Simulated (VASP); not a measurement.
# MoS2 in VASP: single point with LDA

Aim: the single point of MoS2 with LDA.

All numbers are computed with VASP 6.6.1; they aren't measurements. Logs are shortened: lines on timing, memory, paths and dates and some standing lists are left out, and cuts for length are marked.

### 1 The cell of the first run

The cell holds a slab with vacuum, 6 atoms: a = 3.155 Å, b = 3.155 Å, c = 28.000 Å, α = 90.00°, β = 90.00°, γ = 120.00°.

### 2 Single point, LDA

The input, INCAR:

```
PREC = Accurate ; ENCUT = 520
EDIFF = 1E-6 ; ISMEAR = 0
SIGMA = 0.01 ; LREAL = False
LASPH = True ; NELM = 100
ALGO = Normal ; ISIF = 2
LWAVE = False ; LCHARG = False
GGA = CA ; NBANDS = 35
```

The input, KPOINTS:

```
Automatic mesh
0
Gamma
  12 12 1
```

The input, POSCAR:

```
MoS2
1.0
    3.1550000000      0.0000000000      0.0000000000
   -1.5775000000      2.7323101489      0.0000000000
    0.0000000000      0.0000000000     28.0000000000
Mo S
2 4
Direct
    0.3333333333      0.6666666667      0.3927208802
    0.6666666667      0.3333333333      0.6072791198
    0.6666666667      0.3333333333      0.4478354420
    0.6666666667      0.3333333333      0.3377134905
    0.3333333333      0.6666666667      0.6622865095
    0.3333333333      0.6666666667      0.5521645580
```

Potentials or basis: VASP PAW LDA potentials, release 64 (Mo_sv, S).

Run with:

```sh
$ cat potpaw_LDA.64/Mo_sv/POTCAR potpaw_LDA.64/S/POTCAR > POTCAR
$ mpirun -np 1 vasp_std > vasp.out
```

OUTCAR:

```text
PREC = Accurate
   ENCUT = 520
   EDIFF = 1E-6
   ISMEAR = 0
   LREAL = False
   LASPH = True
   NELM = 100
   ISIF = 2
   GGA = CA

 ion  position               nearest neighbor table
   1  0.333  0.667  0.393-   4 2.39   4 2.39   4 2.39   3 2.39   3 2.39   3 2.39
   2  0.667  0.333  0.607-   5 2.39   5 2.39   5 2.39   6 2.39   6 2.39   6 2.39
   3  0.667  0.333  0.448-   1 2.39   1 2.39   1 2.39
   4  0.667  0.333  0.338-   1 2.39   1 2.39   1 2.39
   5  0.333  0.667  0.662-   2 2.39   2 2.39   2 2.39
   6  0.333  0.667  0.552-   2 2.39   2 2.39   2 2.39

  LATTYP: Found a hexagonal cell.
 ALAT       =     3.1550000000
 C/A-ratio  =     8.8748019017

  Lattice vectors:

 A1 = (   3.1550000000,   0.0000000000,   0.0000000000)
 A2 = (  -1.5775000000,   2.7323101489,   0.0000000000)
 A3 = (   0.0000000000,   0.0000000000,  28.0000000000)

Analysis of symmetry for initial positions (statically):
=====================================================================
 Subroutine PRICEL returns:
 Original cell was already a primitive cell.

 Routine SETGRP: Setting up the symmetry group for a
 hexagonal supercell.

 Subroutine GETGRP returns: Found 12 space group operations
 (whereof 12 operations were pure point group operations)
 out of a pool of 24 trial point group operations.

The static configuration has the point symmetry D_3d.

Analysis of symmetry for dynamics (positions and initial velocities):
=====================================================================
 Subroutine PRICEL returns:
 Original cell was already a primitive cell.

 Routine SETGRP: Setting up the symmetry group for a
 hexagonal supercell.

 Subroutine GETGRP returns: Found 12 space group operations
 (whereof 12 operations were pure point group operations)
 out of a pool of 24 trial point group operations.

The dynamic configuration has the point symmetry D_3d.

 Subroutine INISYM returns: Found 12 space group operations
 (whereof 12 operations are pure point group operations),
 and found     1 'primitive' translations

----------------------------------------------------------------------------------------

                                     Primitive cell

  volume of cell :     241.3723

  direct lattice vectors                    reciprocal lattice vectors
     3.155000000  0.000000000  0.000000000     0.316957211  0.182995331  0.000000000
    -1.577500000  2.732310149  0.000000000     0.000000000  0.365990662  0.000000000
     0.000000000  0.000000000 28.000000000     0.000000000  0.000000000  0.035714286

  length of vectors
     3.155000000  3.155000000 28.000000000     0.365990662  0.365990662  0.035714286

  position of ions in fractional coordinates (direct lattice)
     0.333333333  0.666666667  0.392720880
     0.666666667  0.333333333  0.607279120
     0.666666667  0.333333333  0.447835442
     0.666666667  0.333333333  0.337713491
     0.333333333  0.666666667  0.662286509
     0.333333333  0.666666667  0.552164558

  ion indices of the primitive-cell ions
   primitive index   ion index
                 1           1
                 2           2
                 3           3
                 4           4
                 5           5
                 6           6

----------------------------------------------------------------------------------------

 KPOINTS: Automatic mesh

Automatic generation of k-mesh.
 Grid dimensions read from file:
 generate k-points for:   12   12    1

 Generating k-lattice:

  Cartesian coordinates                     Fractional coordinates (reciprocal lattice)
     0.026413101  0.015249611  0.000000000     0.083333333  0.000000000  0.000000000
     0.000000000  0.030499222  0.000000000     0.000000000  0.083333333  0.000000000
     0.000000000  0.000000000  0.035714286     0.000000000  0.000000000  1.000000000

  Length of vectors
     0.030499222  0.030499222  0.035714286

  Shift w.r.t. Gamma in fractional coordinates (k-lattice)
     0.000000000  0.000000000  0.000000000

 Subroutine IBZKPT returns following result:
 ===========================================

 Found     19 irreducible k-points:

 Following reciprocal coordinates:
            Coordinates               Weight
  0.000000  0.000000  0.000000      1.000000
  0.083333  0.000000  0.000000      6.000000
  0.166667  0.000000  0.000000      6.000000
  0.250000  0.000000  0.000000      6.000000
  0.333333  0.000000  0.000000      6.000000
  0.416667  0.000000  0.000000      6.000000
[... 11 lines left out ...]
  0.333333  0.250000  0.000000     12.000000
  0.333333  0.333333  0.000000      2.000000
   k-points           NKPTS =     19   k-points in BZ     NKDIM =     19   number of bands    NBANDS=     35
   number of dos      NEDOS =    301   number of ions     NIONS =      6
   total plane-waves  NPLWV = 120960
   dimension x,y,z NGX =    24 NGY =   24 NGZ =  210
   dimension x,y,z NGXF=    48 NGYF=   48 NGZF=  420
   ions per type =               2   4
   NGX,Y,Z   is equivalent  to a cutoff of  12.65, 12.65, 12.47 a.u.
   NGXF,Y,Z  is equivalent  to a cutoff of  25.29, 25.29, 24.94 a.u.
 SYSTEM =  unknown system
   PREC   = accura    normal or accurate (medium, high low for compatibility)
   ISTART =      0    job   : 0-new  1-cont  2-samecut
   ICHARG =      2    charge: 1-file 2-atom 10-const
   ISPIN  =      1    spin polarized calculation?
   LNONCOLLINEAR =      F non collinear calculations
   LSORBIT =      F    spin-orbit coupling
   LASPH  =      T    aspherical Exc in radial PAW
   ENCUT  =  520.0 eV  38.22 Ry    6.18 a.u.   5.87  5.87 52.06*2*pi/ulx,y,z
   NELM   =    100;   NELMIN=  2; NELMDL= -5     # of ELM steps
   EDIFF  = 0.1E-05   stopping-criterion for ELM
   LREAL  =      F    real-space projection
   EDIFFG = 0.1E-04   stopping-criterion for IOM
   NSW    =      0    number of steps for IOM
   IBRION =     -1    ionic relax: 0-MD 1-quasi-New 2-CG
   NFREE  =      0    steps in history (QN), initial steepest desc. (CG)
   ISIF   =      2    stress and relaxation
   ISYM   =      2    0-nonsym 1-usesym 2-fastsym
   POTIM  = 0.5000    time-step for ionic-motion
   TEBEG  =    0.0;   TEEND  =   0.0 temperature during run
   PSTRESS=    0.0 pullay stress
   NELECT =      52.0000    total number of electrons
   NUPDOWN=      -1.0000    fix difference up-down
   EMIN   =  10.00;   EMAX   =-10.00  energy-range for DOS
   EFERMI =   0.00;   METHOD = LEGACY
   ISMEAR =     0;   SIGMA  =   0.01  broadening in eV -4-tet -1-fermi 0-gaus
   EFERMI_NEDOS =   21; number of points for ismear=-14 and -15
   IALGO  =     38    algorithm
   IMIX   =      4    mixing-type and parameters
     AMIX     =   0.40;   BMIX     =  1.00
     AMIX_MAG =   1.60;   BMIX_MAG =  1.00
  volume/ion in A,a.u.               =      40.23       271.48
  Fermi-wavevector in a.u.,A,eV,Ry     =   0.981402  1.854580 13.104442  0.963149
  Thomas-Fermi vector in A             =   2.112406
   LORBIT       =      0    0 simple, 1 ext, 2 COOP (PROOUT), +10 PAW based schemes
   GGA     = CA    functional components
   LHFCALC =     F    Hartree Fock is set to
   AEXX    =    0.0000 exact exchange contribution
   IVDW    =     0    specifies the selected vdW correction
   LEPSILON=     F    determine dielectric tensor
   LRPA    =     F    only Hartree local field effects (RPA)
 non-spin polarized calculation
 Gauss-broadening in eV      SIGMA  =   0.01
  energy-cutoff  :      520.00
  volume of cell :      241.37
 maximum number of plane-waves:      6536
 NGX is ok and might be reduce to    24
   NGX = 11   NGY = 11   NGZ =105

 number of electron      52.0000003 magnetization

 Free energy of the ion-electron system (eV)
  ---------------------------------------------------
  ext. energy  EPLUGINS =         0.00000000
  ---------------------------------------------------
  free energy    TOTEN  =       -48.82684140 eV

  energy without entropy =      -48.82684140  energy(sigma->0) =      -48.82684140

 E-fermi :   0.3034     XC(G=0):  -5.2389

 val. band max:        0.1421860245   @ k =   0.0000   0.0000   0.0000
 cond. band min:       1.2230270384   @ k =   0.3333   0.3333   0.0000
 fundamental gap:      1.0808410139
 Fermi energy:         0.3033512143

 k-point     1 :       0.0000    0.0000    0.0000
  band No.  band energies     occupation
      1     -60.9277      2.00000
      2     -60.9277      2.00000
      3     -35.2980      2.00000
      4     -35.2979      2.00000
      5     -35.0501      2.00000
      6     -35.0501      2.00000
[... 27 lines left out ...]
     34       2.7380      0.00000
     35       5.2075      0.00000

 k-point     2 :       0.0833    0.0000    0.0000
  band No.  band energies     occupation
      1     -60.9248      2.00000
      2     -60.9248      2.00000
      3     -35.2923      2.00000
      4     -35.2922      2.00000
      5     -35.0792      2.00000
      6     -35.0792      2.00000
[... 27 lines left out ...]
     34       2.6293      0.00000
     35       5.3850      0.00000

 k-point     3 :       0.1667    0.0000    0.0000
  band No.  band energies     occupation
      1     -60.9168      2.00000
      2     -60.9168      2.00000
      3     -35.2766      2.00000
      4     -35.2765      2.00000
      5     -35.1580      2.00000
      6     -35.1580      2.00000
[... 27 lines left out ...]
     34       3.0422      0.00000
     35       5.7982      0.00000
[... 533 lines left out ...]
 k-point    18 :       0.3333    0.2500    0.0000
  band No.  band energies     occupation
      1     -60.8797      2.00000
      2     -60.8797      2.00000
      3     -35.3993      2.00000
      4     -35.3993      2.00000
      5     -35.2695      2.00000
      6     -35.2695      2.00000
[... 27 lines left out ...]
     34       4.5612      0.00000
     35       6.4642      0.00000

 k-point    19 :       0.3333    0.3333    0.0000
  band No.  band energies     occupation
      1     -60.8782      2.00000
      2     -60.8782      2.00000
      3     -35.3684      2.00000
      4     -35.3684      2.00000
      5     -35.3180      2.00000
      6     -35.3180      2.00000
[... 27 lines left out ...]
     34       4.5608      0.00000
     35       6.3401      0.00000

------------------------ aborting loop because EDIFF is reached ----------------------------------------

  FORCE on cell =-STRESS in cart. coord.  units (eV):
  Direction    XX          YY          ZZ          XY          YZ          ZX
  --------------------------------------------------------------------------------------
  -------------------------------------------------------------------------------------
  Total       -1.9285130     -1.9285130      0.0491368     -0.0000000      0.0000000      0.0000000
  in kB      -12.8010547    -12.8010547      0.3261595     -0.0000000      0.0000000      0.0000000
  external PRESSURE =      -8.4253166 kB  Pullay stress =       0.0000000 kB

 VOLUME and BASIS-vectors are now :
 -----------------------------------------------------------------------------
  energy-cutoff  :      520.00
  volume of cell :      241.37
      direct lattice vectors                 reciprocal lattice vectors
     3.155000000  0.000000000  0.000000000     0.316957211  0.182995331  0.000000000
    -1.577500000  2.732310149  0.000000000     0.000000000  0.365990662  0.000000000
     0.000000000  0.000000000 28.000000000     0.000000000  0.000000000  0.035714286

 POSITION                                       TOTAL-FORCE (eV/Angst)
 -----------------------------------------------------------------------------------
     -0.00000      1.82154     10.99618         0.000000      0.000000     -0.000643
      1.57750      0.91077     17.00382         0.000000     -0.000000      0.000643
      1.57750      0.91077     12.53939         0.000000      0.000000      0.015935
      1.57750      0.91077      9.45598        -0.000000      0.000000     -0.015751
     -0.00000      1.82154     18.54402        -0.000000     -0.000000      0.015751
     -0.00000      1.82154     15.46061        -0.000000     -0.000000     -0.015935
 -----------------------------------------------------------------------------------
    total drift:                               -0.000000      0.000000      0.000000

  FREE ENERGIE OF THE ION-ELECTRON SYSTEM (eV)
  ---------------------------------------------------
  free  energy   TOTEN  =       -48.8268413968 eV

  energy  without entropy=      -48.8268413968  energy(sigma->0) =      -48.82684140
```

Run time: 7.3 min. Hardware: 1 thread of AMD EPYC 7R43 (Zen 3), shared host; peak memory 0.3 GiB.

What came out:

| Item | Value |
| --- | --- |
| Free energy | -48.8268 eV |
| Largest force | 0.016 eV/Å |
| Band gap on the k mesh | 1.08 eV (least direct gap 1.69 eV) |

Forces in eV/Å, atoms in the order of the input:
```
Mo   0.000  0.000 -0.001
Mo   0.000  0.000  0.001
S    0.000  0.000  0.016
S    0.000  0.000 -0.016
S    0.000  0.000  0.016
S    0.000  0.000 -0.016
```
